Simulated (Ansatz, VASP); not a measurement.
**Si: VASP beside Ansatz**

```
Si
1.0
     0.00000    5.47009   -5.47009
     5.47009    5.47009    0.00000
     5.47009    0.00000   -5.47009
Si
15
Direct
  0.24955 0.75136 0.24955
  0.12476 0.62524 0.12476
  0.62524 0.12476 0.12476
  0.62524 0.62524 0.12476
  0.12476 0.12476 0.62524
  0.12476 0.62524 0.62524
  0.62524 0.12476 0.62524
  0.62500 0.62500 0.62500
  0.24955 0.24955 0.24955
  0.74995 0.74995 0.25016
  0.75136 0.24955 0.24955
  0.25016 0.74995 0.74995
  0.24955 0.24955 0.75136
  0.74995 0.74995 0.74995
  0.74995 0.25016 0.74995
```

Change from the starting cell: Si after trading places with the vacancy, charge +0, atoms relaxed.

Alike in both runs: functional PBE; k mesh 2 × 2 × 2; occupations gaussian, width 0.02 eV; no spin polarisation.

Ansatz relaxed the structure, and its values are those at the end. VASP's run is a single point on that final structure, the one shown.

```csv
,VASP,Ansatz
version,VASP 6.6.1,Ansatz 0.2.0
potentials or method,"VASP PAW PBE potentials, release 64 (Si), cutoff 520 eV","scalar-relativistic, plane waves, PAW"
valence electrons in the cell,60,60
```

```tsv
	VASP	Ansatz	Ansatz less VASP
gap on the k mesh at the Fermi level (eV)	none	none	-
rms of the force components (eV/Å)	0.011	0.010	-0.0019
```

A gap of «none» marks a metal or a gap that the smearing closes. With one functional, cell and mesh, what is left measures potentials, basis and numerics.

The k mesh is coarse, so the values compare programs but aren't converged.
